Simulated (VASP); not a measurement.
# Au in VASP: a series of runs

Au is run at these levels: PBE; tasks: single point.

Program: VASP 6.6.1. These are calculated values, not measurements. Logs are shortened: lines on timing, memory, paths and dates and some standing lists are left out, and cuts for length are marked.

## (1) The cell of the first run

It takes space group I4/mmm (No. 139, tetragonal). The conventional cell has a = 2.866 Å, b = 2.866 Å, c = 4.287 Å, α = 90.00°, β = 90.00°, γ = 90.00°. Au (site symmetry 4/mmm) has 12 Au at 2.87 to 2.95 Å within 3.8 Å.

## (2) Single point, PBE

The input, INCAR:

```
  PREC = Accurate
  ENCUT = 500
  EDIFF = 1E-6
  ISMEAR = 0
  SIGMA = 0.1
  LREAL = False
  LASPH = True
  NELM = 120
  ALGO = Normal
  ISIF = 2
  LWAVE = False
  LCHARG = True
  GGA = PE
  LELF = True
  LVHAR = True
  NBANDS = 18
  ISYM = 0
  GGA_COMPAT = False
```

The input, KPOINTS:

```
regular mesh
0
Gamma
  11 11 20
```

The input, POSCAR:

```
Au
1.0
    4.0529671209      0.0000000000      0.0000000000
    0.0000000000      4.0529671209      0.0000000000
   -2.0264835605      0.0000000000      2.1437015027
Au
2
Direct
    0.0000000000      0.0000000000      0.0000000000
    0.5000000000      0.5000000000      0.0000000000
```

Potentials or basis: VASP PAW PBE potentials, release 64 (Au).

The run is started by

```bash
cat potpaw_PBE.64/Au/POTCAR > POTCAR
mpirun -np 1 vasp_std > vasp.out
```

OUTCAR:

```text
PREC = Accurate
   ENCUT = 500
   EDIFF = 1E-6
   ISMEAR = 0
   LREAL = False
   LASPH = True
   NELM = 120
   ISIF = 2
   GGA = PE
   ISYM = 0

 ion  position               nearest neighbor table
   1  0.000  0.000  0.000-   2 2.87   2 2.87   2 2.87   2 2.87   2 2.95   2 2.95   2 2.95   2 2.95

   2  0.500  0.500  0.000-   1 2.87   1 2.87   1 2.87   1 2.87   1 2.95   1 2.95   1 2.95   1 2.95

IMPORTANT INFORMATION: All symmetrisations will be switched off!
NOSYMM: (Re-)initialisation of all symmetry stuff for point group C_1.

----------------------------------------------------------------------------------------

                                     Primitive cell

  volume of cell :      35.2136

  direct lattice vectors                    reciprocal lattice vectors
     4.052967121  0.000000000  0.000000000     0.246732818  0.000000000  0.233241428
     0.000000000  4.052967121  0.000000000     0.000000000  0.246732818  0.000000000
    -2.026483561  0.000000000  2.143701503     0.000000000  0.000000000  0.466482856

  length of vectors
     4.052967121  4.052967121  2.949930805     0.339527094  0.246732818  0.466482856

  position of ions in fractional coordinates (direct lattice)
     0.000000000  0.000000000  0.000000000
     0.500000000  0.500000000  0.000000000

  ion indices of the primitive-cell ions
   primitive index   ion index
                 1           1
                 2           2

----------------------------------------------------------------------------------------

 KPOINTS: regular mesh

Automatic generation of k-mesh.
 Grid dimensions read from file:
 generate k-points for:   11   11   20

 Generating k-lattice:

  Cartesian coordinates                     Fractional coordinates (reciprocal lattice)
     0.022430256  0.000000000  0.021203766     0.090909091  0.000000000  0.000000000
     0.000000000  0.022430256  0.000000000     0.000000000  0.090909091  0.000000000
     0.000000000  0.000000000  0.023324143     0.000000000  0.000000000  0.050000000

  Length of vectors
     0.030866099  0.022430256  0.023324143

  Shift w.r.t. Gamma in fractional coordinates (k-lattice)
     0.000000000  0.000000000  0.000000000

 -----------------------------------------------------------------------------
|                                                                             |
|           W    W    AA    RRRRR   N    N  II  N    N   GGGG   !!!           |
|           W    W   A  A   R    R  NN   N  II  NN   N  G    G  !!!           |
|           W    W  A    A  R    R  N N  N  II  N N  N  G       !!!           |
|           W WW W  AAAAAA  RRRRR   N  N N  II  N  N N  G  GGG   !            |
|           WW  WW  A    A  R   R   N   NN  II  N   NN  G    G                |
|           W    W  A    A  R    R  N    N  II  N    N   GGGG   !!!           |
|                                                                             |
|     Your reciprocal lattice and k-lattice belong to different lattice       |
|     classes:                                                                |
|                                                                             |
|        The reciprocal lattice is base centered orthorhombic,                |
|        whereas your k-lattice is simple monoclinic.                         |
|                                                                             |
|     Results are often still useful ...                                      |
|                                                                             |
 -----------------------------------------------------------------------------

 WARNING: IBZKPT: internal override: KBLOWUP is changed to .FALSE.
      ... skipping the blow-up phase ...

 Subroutine IBZKPT returns following result:
 ===========================================

 Found   1211 irreducible k-points:

 Following reciprocal coordinates:
            Coordinates               Weight
  0.000000  0.000000  0.000000      1.000000
  0.090909  0.000000  0.000000      2.000000
  0.181818  0.000000 -0.000000      2.000000
  0.272727  0.000000  0.000000      2.000000
  0.363636  0.000000  0.000000      2.000000
  0.454545  0.000000  0.000000      2.000000
[... 16 lines left out ...]
  0.454545  0.181818  0.000000      2.000000
 -0.454545  0.181818 -0.000000      2.000000
 [... further k-points ...]
   k-points           NKPTS =   1211   k-points in BZ     NKDIM =   1211   number of bands    NBANDS=     18
   number of dos      NEDOS =    301   number of ions     NIONS =      2
   total plane-waves  NPLWV =  21600
   dimension x,y,z NGX =    30 NGY =   30 NGZ =   24
   dimension x,y,z NGXF=    60 NGYF=   60 NGZF=   48
   ions per type =               2
   NGX,Y,Z   is equivalent  to a cutoff of  12.31, 12.31, 13.53 a.u.
   NGXF,Y,Z  is equivalent  to a cutoff of  24.61, 24.61, 27.05 a.u.
 SYSTEM =  unknown system
   PREC   = accura    normal or accurate (medium, high low for compatibility)
   ISTART =      0    job   : 0-new  1-cont  2-samecut
   ICHARG =      2    charge: 1-file 2-atom 10-const
   ISPIN  =      1    spin polarized calculation?
   LNONCOLLINEAR =      F non collinear calculations
   LSORBIT =      F    spin-orbit coupling
   LASPH  =      T    aspherical Exc in radial PAW
   ENCUT  =  500.0 eV  36.75 Ry    6.06 a.u.   7.39  7.39  5.38*2*pi/ulx,y,z
   NELM   =    120;   NELMIN=  2; NELMDL= -5     # of ELM steps
   EDIFF  = 0.1E-05   stopping-criterion for ELM
   LREAL  =      F    real-space projection
   EDIFFG = 0.1E-04   stopping-criterion for IOM
   NSW    =      0    number of steps for IOM
   IBRION =     -1    ionic relax: 0-MD 1-quasi-New 2-CG
   NFREE  =      0    steps in history (QN), initial steepest desc. (CG)
   ISIF   =      2    stress and relaxation
   ISYM   =      0    0-nonsym 1-usesym 2-fastsym
   POTIM  = 0.5000    time-step for ionic-motion
   TEBEG  =    0.0;   TEEND  =   0.0 temperature during run
   PSTRESS=    0.0 pullay stress
   NELECT =      22.0000    total number of electrons
   NUPDOWN=      -1.0000    fix difference up-down
   EMIN   =  10.00;   EMAX   =-10.00  energy-range for DOS
   EFERMI =   0.00;   METHOD = LEGACY
   ISMEAR =     0;   SIGMA  =   0.10  broadening in eV -4-tet -1-fermi 0-gaus
   EFERMI_NEDOS =   21; number of points for ismear=-14 and -15
   IALGO  =     38    algorithm
   IMIX   =      4    mixing-type and parameters
     AMIX     =   0.40;   BMIX     =  1.00
     AMIX_MAG =   1.60;   BMIX_MAG =  1.00
  volume/ion in A,a.u.               =      17.61       118.82
  Fermi-wavevector in a.u.,A,eV,Ry     =   1.399519  2.644708 26.649110  1.958654
  Thomas-Fermi vector in A             =   2.522571
   LORBIT       =      0    0 simple, 1 ext, 2 COOP (PROOUT), +10 PAW based schemes
   GGA     = PE    functional components
   LHFCALC =     F    Hartree Fock is set to
   AEXX    =    0.0000 exact exchange contribution
   IVDW    =     0    specifies the selected vdW correction
   LEPSILON=     F    determine dielectric tensor
   LRPA    =     F    only Hartree local field effects (RPA)
 non-spin polarized calculation
 Gauss-broadening in eV      SIGMA  =   0.10
  energy-cutoff  :      500.00
  volume of cell :       35.21
 maximum number of plane-waves:       910
 NGX is ok and might be reduce to    30
   NGX = 15   NGY = 15   NGZ = 11

 number of electron      21.9999998 magnetization

 Free energy of the ion-electron system (eV)
  ---------------------------------------------------
  ext. energy  EPLUGINS =         0.00000000
  ---------------------------------------------------
  free energy    TOTEN  =        -6.43092559 eV

  energy without entropy =       -6.42835444  energy(sigma->0) =       -6.42964002

 E-fermi :   8.9519     XC(G=0): -12.5219

 val. band max:        8.9346323915   @ k =  -0.1818   0.2727   0.0000
 cond. band min:       8.9527751858   @ k =   0.1818   0.3636   0.1000
 fundamental gap:      0.0181427943
 Fermi energy:         8.9519247885

 k-point     1 :       0.0000    0.0000    0.0000
  band No.  band energies     occupation
      1      -0.5750      2.00000
      2       2.1965      2.00000
      3       2.4946      2.00000
      4       4.0967      2.00000
      5       4.5920      2.00000
      6       4.5925      2.00000
[... 10 lines left out ...]
     17      25.5723      0.00000
     18      26.7465      0.00000

 k-point     2 :       0.0909    0.0000    0.0000
  band No.  band energies     occupation
      1      -0.3918      2.00000
      2       2.3071      2.00000
      3       2.5974      2.00000
      4       4.0987      2.00000
      5       4.5887      2.00000
      6       4.6616      2.00000
[... 10 lines left out ...]
     17      26.1433      0.00000
     18      26.1631      0.00000

 k-point     3 :       0.1818    0.0000   -0.0000
  band No.  band energies     occupation
      1       0.1375      2.00000
      2       2.5564      2.00000
      3       2.9371      2.00000
      4       4.0532      2.00000
      5       4.6533      2.00000
      6       4.7983      2.00000
[... 10 lines left out ...]
     17      24.4343      0.00000
     18      26.3595      0.00000

 k-point     4 :       0.2727    0.0000    0.0000
  band No.  band energies     occupation
      1       0.9469      2.00000
      2       2.8551      2.00000
      3       3.4388      2.00000
      4       3.9425      2.00000
      5       4.8027      2.00000
      6       4.8631      2.00000
[... 10 lines left out ...]
     17      23.7650      0.00000
     18      25.9451      0.00000

 k-point     5 :       0.3636    0.0000    0.0000
  band No.  band energies     occupation
      1       1.9068      2.00000
      2       3.1539      2.00000
      3       3.8619      2.00000
      4       3.8684      2.00000
      5       4.5247      2.00000
      6       4.6312      2.00000
[... 10 lines left out ...]
     17      23.1547      0.00000
     18      25.5595      0.00000

 k-point     6 :       0.4545    0.0000    0.0000
  band No.  band energies     occupation
      1       2.7871      2.00000
      2       3.2464      2.00000
      3       3.8998      2.00000
      4       4.1113      2.00000
      5       4.1132      2.00000
      6       4.3682      2.00000
[... 10 lines left out ...]
     17      24.5720      0.00000
     18      25.1309      0.00000

 k-point     7 :       0.0000    0.0909    0.0000
  band No.  band energies     occupation
      1      -0.4774      2.00000
      2       2.2315      2.00000
      3       2.5303      2.00000
      4       4.1443      2.00000
      5       4.5406      2.00000
      6       4.6271      2.00000
[... 10 lines left out ...]
     17      25.5003      0.00000
     18      26.7180      0.00000

 k-point     8 :       0.0909    0.0909    0.0000
  band No.  band energies     occupation
      1      -0.2970      2.00000
      2       2.3426      2.00000
      3       2.6321      2.00000
      4       4.1360      2.00000
      5       4.5566      2.00000
      6       4.6816      2.00000
[... 10 lines left out ...]
     17      25.6822      0.00000
     18      26.0769      0.00000
[... 229 lines left out ...]
     17      24.8882      0.00000
     18      25.9088      0.00000

 k-point    20 :       0.1818    0.1818   -0.0000
  band No.  band energies     occupation
      1       0.4678      2.00000
      2       2.6530      2.00000
      3       3.0869      2.00000
      4       4.1522      2.00000
      5       4.5370      2.00000
      6       4.8611      2.00000
[... 10 lines left out ...]
     17      24.6042      0.00000
     18      26.0279      0.00000

 k-point    21 :       0.2727    0.1818    0.0000
  band No.  band energies     occupation
      1       1.1543      2.00000
      2       2.8441      2.00000
      3       3.5842      2.00000
      4       4.1752      2.00000
      5       4.5429      2.00000
      6       4.9116      2.00000
[... 10 lines left out ...]
     17      24.5480      0.00000
     18      25.5258      0.00000

 k-point    22 :       0.3636    0.1818    0.0000
  band No.  band energies     occupation
      1       1.8408      2.00000
      2       2.8916      2.00000
      3       3.8886      2.00000
      4       4.3500      2.00000
      5       4.5442      2.00000
      6       4.8462      2.00000
[... 10 lines left out ...]
     17      23.9726      0.00000
     18      25.0967      0.00000

 k-point    23 :       0.4545    0.1818    0.0000
  band No.  band energies     occupation
      1       2.3494      2.00000
      2       2.6957      2.00000
      3       4.0982      2.00000
      4       4.3144      2.00000
      5       4.7866      2.00000
      6       4.8269      2.00000
[... 10 lines left out ...]
     17      24.0667      0.00000
     18      24.3795      0.00000

 k-point    24 :      -0.4545    0.1818   -0.0000
  band No.  band energies     occupation
      1       2.3494      2.00000
      2       2.6957      2.00000
      3       4.0982      2.00000
      4       4.3144      2.00000
      5       4.7866      2.00000
      6       4.8269      2.00000
[... 10 lines left out ...]
     17      24.0667      0.00000
     18      24.3795      0.00000

 [... further k-points ...]
[... 5 lines left out ...]
  --------------------------------------------------------------------------------------
  -------------------------------------------------------------------------------------
  Total        0.7636184      0.7924718      0.3497942      0.0000005      0.0000002     -0.0085063
  in kB       34.7437342     36.0565309     15.9152228      0.0000250      0.0000088     -0.3870276
  external PRESSURE =      28.9051626 kB  Pullay stress =       0.0000000 kB

 VOLUME and BASIS-vectors are now :
 -----------------------------------------------------------------------------
  energy-cutoff  :      500.00
  volume of cell :       35.21
      direct lattice vectors                 reciprocal lattice vectors
     4.052967121  0.000000000  0.000000000     0.246732818  0.000000000  0.233241428
     0.000000000  4.052967121  0.000000000     0.000000000  0.246732818  0.000000000
    -2.026483561  0.000000000  2.143701503     0.000000000  0.000000000  0.466482856

 POSITION                                       TOTAL-FORCE (eV/Angst)
 -----------------------------------------------------------------------------------
      0.00000      0.00000      0.00000         0.000000     -0.000000      0.000000
      2.02648      2.02648      0.00000        -0.000000      0.000000     -0.000000
 -----------------------------------------------------------------------------------
    total drift:                                0.000000     -0.000000     -0.000000

  FREE ENERGIE OF THE ION-ELECTRON SYSTEM (eV)
  ---------------------------------------------------
  free  energy   TOTEN  =        -6.4309255892 eV

  energy  without entropy=       -6.4283544428  energy(sigma->0) =       -6.42964002
```

It took 16 min on 1 thread of AMD EPYC 7R43 (Zen 3), shared host; peak memory 0.6 GiB.

Results:

```
Free energy            : -6.4309 eV
Pressure               : 2.9 GPa
Band gap on the k mesh : zero (bands 11 and 12 overlap by 6.77 eV)
```

Caveat: spin-orbit coupling is left out, which moves the levels of the heavy elements.

(Part 1 of 2 ends here.)
